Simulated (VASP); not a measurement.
Runs of VASP 6.6.1 on Sb. The structure is that of space group Im-3m (No. 229), or close to it. The cells are those of the table. 

```tsv
cell	gap on the mesh (eV)	pressure (GPa)
a = 3.145 Å, angles 109.5°, 1 atom	none	(a)
a = 2.988 Å, angles 109.5°, 1 atom	none	(b)
a = 3.097 Å, angles 109.5°, 1 atom	none	9.3
a = 3.207 Å, angles 109.5°, 1 atom	none	-0.6
a = 3.015 Å, angles 109.5°, 1 atom	none	19.2
```

Alike in all rows: task single point; level revPBE+D3(BJ); potentials or basis VASP PAW PBE potentials, release 64 (Sb); no spin polarisation; k mesh 9 × 9 × 9; cutoff (eV) 520; smearing methfessel-paxton 0.01 eV.

Fill in the values left out.

(a) 4.4; (b) 23.9.

Caveats: three body term missing; the PAW data sets were made with another functional, which shifts forces and pressure a little; spin-orbit coupling is left out, which moves the levels of the heavy elements; pairwise dispersion overbinds metals, which lowers pressure and volume.

A k mesh can miss the band edges, and the runs leave out spin-orbit coupling on Sb.

A gap of «none» marks levels without a gap at the run's occupations.
